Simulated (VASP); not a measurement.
Here is a VASP 6.6.1 calculation.

INCAR

```
SYSTEM = LiMnCl3
  ALGO = Normal
  EDIFF = 1E-6
  ENCUT = 520
  GGA = PE
  ISIF = 2
  ISMEAR = 0
  ISPIN = 2
  LASPH = .True.
  LCHARG = .True.
  LELF = .True.
  LMAXMIX = 4
  LORBIT = 11
  LREAL = .False.
  LVHAR = .True.
  LWAVE = .False.
  MAGMOM = 0 4 0 0 0
  NBANDS = 30
  NELM = 150
  PREC = Accurate
  SIGMA = 0.1
```

File KPOINTS:

```
k-points
0
Gamma
  4 4 4
  0 0 0
```

Contents of POSCAR:

```
LiMnCl3
1.0
    4.9886139172      0.0000000000      0.0000000000
    0.0000000000      4.9886139172      0.0000000000
    0.0000000000      0.0000000000      4.9886139172
Li Mn Cl
1 1 3
Direct
    0.5000000000      0.5000000000      0.5000000000
    0.0000000000      0.0000000000      0.0000000000
    0.5000000000      0.0000000000      0.0000000000
    0.0000000000      0.5000000000      0.0000000000
    0.0000000000      0.0000000000      0.5000000000
```

Potentials or basis: VASP PAW PBE potentials, release 64 (Li_sv, Mn_pv, Cl).

The run is started by

```sh
$ cat potpaw_PBE.64/Li_sv/POTCAR potpaw_PBE.64/Mn_pv/POTCAR potpaw_PBE.64/Cl/POTCAR > POTCAR
$ mpirun -np 1 vasp_std > vasp.out
```

Task: What does it give for the site moments?

Result: Li +0.00; Mn +4.46; Cl +0.06 μB.

Task: What does it give for the band gap on the k mesh?

Result: 0.90 eV, indirect (least direct gap 1.54 eV).

Caveat: a cell with one magnetic atom can't hold antiferromagnetic order, which such compounds often take. A k mesh can miss the band edges.
